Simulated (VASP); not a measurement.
# AlN (P6_3mc) in VASP: single point with PBE

Aim: the single point of AlN with PBE.

Program: VASP 6.6.1. These are calculated values, not measurements. Logs are shortened: lines on timing, memory, paths and dates and some standing lists are left out, and cuts for length are marked.

### 1 The cell of the first run

Symmetry: P6_3mc, No. 186, hexagonal system. Conventional cell: a = 3.130 Å, b = 3.130 Å, c = 5.018 Å, α = 90.00°, β = 90.00°, γ = 120.00°. Al (site symmetry 3m) has 4 N at 1.90 to 1.91 Å within 2.5 Å. N (site symmetry 3m) has 4 Al at 1.90 to 1.91 Å within 2.5 Å.

### 2 Single point, PBE

The input, INCAR:

```
  PREC = Accurate
  ENCUT = 520
  EDIFF = 1E-6
  ISMEAR = 0
  SIGMA = 0.02
  LREAL = False
  LASPH = True
  NELM = 80
  ALGO = Normal
  ISIF = 2
  LWAVE = False
  LCHARG = False
  GGA = PE
  NBANDS = 16
```

The input, KPOINTS:

```
regular mesh
0
Gamma
  9 9 4
```

The input, POSCAR:

```
AlN
1.0
    3.1302036629      0.0000000000      0.0000000000
   -1.5651018314      2.7108358911      0.0000000000
    0.0000000000      0.0000000000      5.0180193555
Al N
2 2
Direct
    0.6666666667      0.3333333333      0.4992349453
    0.3333333333      0.6666666667      0.9992349453
    0.6666666667      0.3333333333      0.8807650547
    0.3333333333      0.6666666667      0.3807650547
```

Potentials or basis: VASP PAW PBE potentials, release 64 (Al, N).

Launch:

```console
cat potpaw_PBE.64/Al/POTCAR potpaw_PBE.64/N/POTCAR > POTCAR
mpirun -np 1 vasp_std > vasp.out
```

OUTCAR:

```text
PREC = Accurate
   ENCUT = 520
   EDIFF = 1E-6
   ISMEAR = 0
   LREAL = False
   LASPH = True
   NELM = 80
   ISIF = 2
   GGA = PE

 ion  position               nearest neighbor table
   1  0.667  0.333  0.499-   4 1.90   4 1.90   4 1.90   3 1.91   2 3.09   2 3.09   2 3.09   2 3.09
                             2 3.09   2 3.09
   2  0.333  0.667  0.999-   3 1.90   3 1.90   3 1.90   4 1.91   1 3.09   1 3.09   1 3.09   1 3.09
                             1 3.09   1 3.09
   3  0.667  0.333  0.881-   2 1.90   2 1.90   2 1.90   1 1.91
   4  0.333  0.667  0.381-   1 1.90   1 1.90   1 1.90   2 1.91

  LATTYP: Found a hexagonal cell.
 ALAT       =     3.1302036629
 C/A-ratio  =     1.6030967617

  Lattice vectors:

 A1 = (   3.1302036629,   0.0000000000,   0.0000000000)
 A2 = (  -1.5651018314,   2.7108358911,   0.0000000000)
 A3 = (   0.0000000000,   0.0000000000,   5.0180193555)

Analysis of symmetry for initial positions (statically):
=====================================================================
 Subroutine PRICEL returns:
 Original cell was already a primitive cell.

 Routine SETGRP: Setting up the symmetry group for a
 hexagonal supercell.

 Subroutine GETGRP returns: Found 12 space group operations
 (whereof  6 operations were pure point group operations)
 out of a pool of 24 trial point group operations.

The static configuration has the point symmetry C_3v.
 The point group associated with its full space group is C_6v.

Analysis of symmetry for dynamics (positions and initial velocities):
=====================================================================
 Subroutine PRICEL returns:
 Original cell was already a primitive cell.

 Routine SETGRP: Setting up the symmetry group for a
 hexagonal supercell.

 Subroutine GETGRP returns: Found 12 space group operations
 (whereof  6 operations were pure point group operations)
 out of a pool of 24 trial point group operations.

The dynamic configuration has the point symmetry C_3v.
 The point group associated with its full space group is C_6v.

 Subroutine INISYM returns: Found 12 space group operations
 (whereof  6 operations are pure point group operations),
 and found     1 'primitive' translations

----------------------------------------------------------------------------------------

                                     Primitive cell

  volume of cell :      42.5802

  direct lattice vectors                    reciprocal lattice vectors
     3.130203663  0.000000000  0.000000000     0.319468031  0.184444954  0.000000000
    -1.565101831  2.710835891  0.000000000     0.000000000  0.368889907  0.000000000
     0.000000000  0.000000000  5.018019355     0.000000000  0.000000000  0.199281814

  length of vectors
     3.130203663  3.130203663  5.018019355     0.368889907  0.368889907  0.199281814

  position of ions in fractional coordinates (direct lattice)
     0.666666667  0.333333333  0.499234945
     0.333333333  0.666666667  0.999234945
     0.666666667  0.333333333  0.880765055
     0.333333333  0.666666667  0.380765055

  ion indices of the primitive-cell ions
   primitive index   ion index
                 1           1
                 2           2
                 3           3
                 4           4

----------------------------------------------------------------------------------------

 KPOINTS: regular mesh

Automatic generation of k-mesh.
 Grid dimensions read from file:
 generate k-points for:    9    9    4

 Generating k-lattice:

  Cartesian coordinates                     Fractional coordinates (reciprocal lattice)
     0.035496448  0.020493884  0.000000000     0.111111111  0.000000000  0.000000000
     0.000000000  0.040987767  0.000000000     0.000000000  0.111111111  0.000000000
     0.000000000  0.000000000  0.049820454     0.000000000  0.000000000  0.250000000

  Length of vectors
     0.040987767  0.040987767  0.049820454

  Shift w.r.t. Gamma in fractional coordinates (k-lattice)
     0.000000000  0.000000000  0.000000000

 Subroutine IBZKPT returns following result:
 ===========================================

 Found     36 irreducible k-points:

 Following reciprocal coordinates:
            Coordinates               Weight
  0.000000  0.000000  0.000000      1.000000
  0.111111  0.000000  0.000000      6.000000
  0.222222  0.000000  0.000000      6.000000
  0.333333  0.000000  0.000000      6.000000
  0.444444  0.000000  0.000000      6.000000
  0.111111  0.111111  0.000000      6.000000
[... 16 lines left out ...]
  0.333333  0.222222  0.250000     24.000000
  0.333333  0.333333  0.250000      4.000000
 [... further k-points ...]
   k-points           NKPTS =     36   k-points in BZ     NKDIM =     36   number of bands    NBANDS=     16
   number of dos      NEDOS =    301   number of ions     NIONS =      4
   total plane-waves  NPLWV =  23040
   dimension x,y,z NGX =    24 NGY =   24 NGZ =   40
   dimension x,y,z NGXF=    48 NGYF=   48 NGZF=   80
   ions per type =               2   2
   NGX,Y,Z   is equivalent  to a cutoff of  12.75, 12.75, 13.25 a.u.
   NGXF,Y,Z  is equivalent  to a cutoff of  25.49, 25.49, 26.50 a.u.
 SYSTEM =  unknown system
   PREC   = accura    normal or accurate (medium, high low for compatibility)
   ISTART =      0    job   : 0-new  1-cont  2-samecut
   ICHARG =      2    charge: 1-file 2-atom 10-const
   ISPIN  =      1    spin polarized calculation?
   LNONCOLLINEAR =      F non collinear calculations
   LSORBIT =      F    spin-orbit coupling
   LASPH  =      T    aspherical Exc in radial PAW
   ENCUT  =  520.0 eV  38.22 Ry    6.18 a.u.   5.82  5.82  9.33*2*pi/ulx,y,z
   NELM   =     80;   NELMIN=  2; NELMDL= -5     # of ELM steps
   EDIFF  = 0.1E-05   stopping-criterion for ELM
   LREAL  =      F    real-space projection
   EDIFFG = 0.1E-04   stopping-criterion for IOM
   NSW    =      0    number of steps for IOM
   IBRION =     -1    ionic relax: 0-MD 1-quasi-New 2-CG
   NFREE  =      0    steps in history (QN), initial steepest desc. (CG)
   ISIF   =      2    stress and relaxation
   ISYM   =      2    0-nonsym 1-usesym 2-fastsym
   POTIM  = 0.5000    time-step for ionic-motion
   TEBEG  =    0.0;   TEEND  =   0.0 temperature during run
   PSTRESS=    0.0 pullay stress
   NELECT =      16.0000    total number of electrons
   NUPDOWN=      -1.0000    fix difference up-down
   EMIN   =  10.00;   EMAX   =-10.00  energy-range for DOS
   EFERMI =   0.00;   METHOD = LEGACY
   ISMEAR =     0;   SIGMA  =   0.02  broadening in eV -4-tet -1-fermi 0-gaus
   EFERMI_NEDOS =   21; number of points for ismear=-14 and -15
   IALGO  =     38    algorithm
   IMIX   =      4    mixing-type and parameters
     AMIX     =   0.40;   BMIX     =  1.00
     AMIX_MAG =   1.60;   BMIX_MAG =  1.00
  volume/ion in A,a.u.               =      10.65        71.84
  Fermi-wavevector in a.u.,A,eV,Ry     =   1.181351  2.232429 18.988142  1.395589
  Thomas-Fermi vector in A             =   2.317626
   LORBIT       =      0    0 simple, 1 ext, 2 COOP (PROOUT), +10 PAW based schemes
   GGA     = PE    functional components
   LHFCALC =     F    Hartree Fock is set to
   AEXX    =    0.0000 exact exchange contribution
   IVDW    =     0    specifies the selected vdW correction
   LEPSILON=     F    determine dielectric tensor
   LRPA    =     F    only Hartree local field effects (RPA)
 non-spin polarized calculation
 Gauss-broadening in eV      SIGMA  =   0.02
  energy-cutoff  :      520.00
  volume of cell :       42.58
 maximum number of plane-waves:      1170
 NGX is ok and might be reduce to    24
   NGX = 11   NGY = 11   NGZ = 19

 number of electron      15.9999998 magnetization

 Free energy of the ion-electron system (eV)
  ---------------------------------------------------
  ext. energy  EPLUGINS =         0.00000000
  ---------------------------------------------------
  free energy    TOTEN  =       -29.78051480 eV

  energy without entropy =      -29.78051480  energy(sigma->0) =      -29.78051480

 E-fermi :   6.0502     XC(G=0): -10.8269

 val. band max:        5.9641236623   @ k =   0.0000   0.0000   0.0000
 cond. band min:      10.0076607501   @ k =   0.0000   0.0000   0.0000
 fundamental gap:      4.0435370878
 Fermi energy:         6.0502306011

 k-point     1 :       0.0000    0.0000    0.0000
  band No.  band energies     occupation
      1      -9.1032      2.00000
      2      -7.0205      2.00000
      3       0.0588      2.00000
      4       5.1191      2.00000
      5       5.1191      2.00000
      6       5.7616      2.00000
[... 8 lines left out ...]
     15      18.9299      0.00000
     16      18.9299      0.00000

 k-point     2 :       0.1111    0.0000    0.0000
  band No.  band energies     occupation
      1      -8.9500      2.00000
      2      -6.9347      2.00000
      3       0.2428      2.00000
      4       4.4223      2.00000
      5       4.9254      2.00000
      6       5.0813      2.00000
[... 8 lines left out ...]
     15      18.8015      0.00000
     16      18.9663      0.00000

 k-point     3 :       0.2222    0.0000    0.0000
  band No.  band energies     occupation
      1      -8.5157      2.00000
      2      -6.7200      2.00000
      3       0.7767      2.00000
      4       2.9405      2.00000
      5       3.8355      2.00000
      6       4.5257      2.00000
[... 8 lines left out ...]
     15      17.9675      0.00000
     16      18.7764      0.00000

 k-point     4 :       0.3333    0.0000    0.0000
  band No.  band energies     occupation
      1      -7.8914      2.00000
      2      -6.5123      2.00000
      3       1.5088      2.00000
      4       1.6163      2.00000
      5       2.6733      2.00000
      6       4.1530      2.00000
[... 8 lines left out ...]
     15      17.8614      0.00000
     16      20.1805      0.00000
[... 324 lines left out ...]
 k-point    22 :       0.2222    0.2222    0.2500
  band No.  band energies     occupation
      1      -7.4123      2.00000
      2      -6.6192      2.00000
      3       1.2573      2.00000
      4       1.5922      2.00000
      5       3.2445      2.00000
      6       3.3913      2.00000
[... 8 lines left out ...]
     15      18.0267      0.00000
     16      20.3822      0.00000

 k-point    23 :       0.3333    0.2222    0.2500
  band No.  band energies     occupation
      1      -6.9425      2.00000
      2      -6.5502      2.00000
      3       0.9662      2.00000
      4       1.4615      2.00000
      5       2.4497      2.00000
      6       3.5854      2.00000
[... 8 lines left out ...]
     15      18.6657      0.00000
     16      20.6303      0.00000

 k-point    24 :       0.3333    0.3333    0.2500
  band No.  band energies     occupation
      1      -6.6513      2.00000
      2      -6.6513      2.00000
      3       1.4882      2.00000
      4       1.5733      2.00000
      5       1.5733      2.00000
      6       3.0733      2.00000
[... 8 lines left out ...]
     15      18.9452      0.00000
     16      21.1482      0.00000

 [... further k-points ...]

------------------------ aborting loop because EDIFF is reached ----------------------------------------

  FORCE on cell =-STRESS in cart. coord.  units (eV):
  Direction    XX          YY          ZZ          XY          YZ          ZX
  --------------------------------------------------------------------------------------
  -------------------------------------------------------------------------------------
  Total       -0.0720919     -0.0720919     -0.0561294     -0.0000000     -0.0000000      0.0000000
  in kB       -2.7126199     -2.7126199     -2.1119947     -0.0000000     -0.0000000      0.0000000
  external PRESSURE =      -2.5124115 kB  Pullay stress =       0.0000000 kB

 VOLUME and BASIS-vectors are now :
 -----------------------------------------------------------------------------
  energy-cutoff  :      520.00
  volume of cell :       42.58
      direct lattice vectors                 reciprocal lattice vectors
     3.130203663  0.000000000  0.000000000     0.319468031  0.184444954  0.000000000
    -1.565101831  2.710835891  0.000000000     0.000000000  0.368889907  0.000000000
     0.000000000  0.000000000  5.018019355     0.000000000  0.000000000  0.199281814

 POSITION                                       TOTAL-FORCE (eV/Angst)
 -----------------------------------------------------------------------------------
      1.56510      0.90361      2.50517         0.000000      0.000000      0.000226
     -0.00000      1.80722      5.01418        -0.000000      0.000000      0.000226
      1.56510      0.90361      4.41970        -0.000000     -0.000000     -0.000226
     -0.00000      1.80722      1.91069        -0.000000      0.000000     -0.000226
 -----------------------------------------------------------------------------------
    total drift:                               -0.000000     -0.000000      0.000506

  FREE ENERGIE OF THE ION-ELECTRON SYSTEM (eV)
  ---------------------------------------------------
  free  energy   TOTEN  =       -29.7805148042 eV

  energy  without entropy=      -29.7805148042  energy(sigma->0) =      -29.78051480
```

It took 38 s on 1 thread of AMD EPYC 7R13, shared host; peak memory 0.13 GiB.

What came out:

| Property | Result |
| --- | --- |
| Free energy | -29.7805 eV |
| Pressure | -0.3 GPa |
| Band gap on the k mesh | 4.04 eV, direct |

Levels at points of the mesh, in eV from the valence-band top:
```tsv
k point	band 5	band 6	band 7	band 8	band 9	band 10	band 11	band 12
(0.00, 0.00, 0.00)	-0.84	-0.20	-0.20	0.00	4.04	6.51	10.46	11.03
(0.00, 0.00, 0.50)	-0.53	-0.53	-0.53	-0.53	6.31	6.31	10.17	10.17
```
